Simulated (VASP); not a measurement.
The system is LiH.

```xyz
2
Lattice="0.0000 2.1451 2.1451 2.1451 0.0000 2.1451 2.1451 2.1451 0.0000" Properties=species:S:1:pos:R:3 pbc="T T T"
Li    0.0000    0.0000    0.0000
H     1.0726    1.0726    1.0726
```

Base run:

| Item | Value |
| --- | --- |
| Program | VASP 6.6.1 |
| Functional | HSE06 |
| Potentials or basis | VASP PAW PBE potentials, release 64 (Li_sv, H) |
| Cutoff | 520 eV |
| k mesh | 8 × 8 × 8 |
| Occupations | gaussian, width 0.01 eV |
| Spin | no spin polarisation |

Its results: band gap on the k mesh 5.25 eV (least direct gap 6.42 eV).

Q: The run is repeated on the same cell with these changes: functional from HSE06 to HF; share of exact exchange from 0.25 to 1. What comes out?

A: Band gap on the k mesh 12.16 eV (least direct gap 13.57 eV).

A k mesh can miss the band edges.
